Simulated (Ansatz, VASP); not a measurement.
## As2Se: VASP beside Ansatz

```
CELL_PARAMETERS angstrom
-3.53999 3.53999 2.63950
3.53999 -3.53999 2.63950
3.53999 3.53999 -2.63950
ATOMIC_POSITIONS crystal
As 0.87500 0.12500 0.75000
As 0.37500 0.12500 0.25000
As 0.87500 0.62500 0.75000
As 0.87500 0.12500 0.25000
Se 0.50000 0.50000 0.00000
Se 0.25000 0.75000 0.50000
```

Alike in both runs: functional PBE; k mesh 8 × 8 × 8; occupations gaussian, width 0.1 eV; no spin polarisation.

Ansatz relaxed the structure, and its values are those at the end. VASP's run is a single point on that final structure, the one shown.

|  | VASP | Ansatz |
| --- | --- | --- |
| version | VASP 6.6.1 | Ansatz 0.2.0 |
| potentials or method | VASP PAW PBE potentials, release 64 (As, Se), cutoff 520 eV | scalar-relativistic, plane waves, PAW |
| valence electrons in the cell | 32 | 92 |

|  | VASP | Ansatz | Ansatz less VASP |
| --- | --- | --- | --- |
| gap on the k mesh at the Fermi level (eV) | none | none | - |
| pressure (GPa) | 0.1 | 0.0 | -0.09 |

A gap of «none» marks a metal or a gap that the smearing closes. VASP's potentials hold 32 valence electrons a cell and Ansatz's 92, so a difference there can come from the potentials and not from the codes.
